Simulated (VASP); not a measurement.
Write the native input for VASP 6.6.1 that does the following.

- Task: single point
- Functional: PBEsol
- Potentials or basis: VASP PAW PBE potentials, release 64 (In_d, As)
- Cutoff: 520 eV
- k mesh: 6 × 6 × 6
- Occupations: fermi-dirac, width 0.05 eV
- Spin: no spin polarisation
- Dipole correction: no
- Further INCAR settings: ALGO = Normal; EDIFF = 1e-07; NBANDS = 30

The structure of In3As lies in POSCAR:

```
In3As
1.0
    4.7026201864      0.0000000000      0.0000000000
    0.0000000000      4.7026201864      0.0000000000
    0.0000000000      0.0000000000      4.7026201864
In As
3 1
Direct
    0.5000000000      0.5000000000      0.0000000000
    0.5000000000      0.0000000000      0.5000000000
    0.0000000000      0.5000000000      0.5000000000
    0.0000000000      0.0000000000      0.0000000000
```

The input as run:

INCAR

```
SYSTEM = In3As
PREC = Accurate ; ENCUT = 520
EDIFF = 1E-7 ; ISMEAR = -1
SIGMA = 0.05 ; LREAL = .FALSE.
LASPH = .TRUE. ; NELM = 60
ALGO = Normal ; ISIF = 2
LWAVE = .FALSE. ; LCHARG = .FALSE.
GGA = PS ; NBANDS = 30
```

KPOINTS

```
regular mesh
0
G
  6 6 6
  0 0 0
```

Potentials or basis: VASP PAW PBE potentials, release 64 (In_d, As).

Run with:

```bash
$ cat potpaw_PBE.64/In_d/POTCAR potpaw_PBE.64/As/POTCAR > POTCAR
$ mpirun -np 1 vasp_std > vasp.out
```

Results of the run:

| Item | Value |
| --- | --- |
| Pressure | -3.1 GPa |
| Band gap on the k mesh | zero (band 22 reaches 6.69 eV, above the bottom of band 23 at 2.96 eV) |

Caveat: the PAW data sets were made with another functional, which shifts forces and pressure a little; spin-orbit coupling is left out, which moves the levels of the heavy elements.

It took 24 s on 1 thread of Intel(R) Xeon(R) 6975P-C (Granite Rapids), with other jobs on the host, peak memory 0.22 GiB.
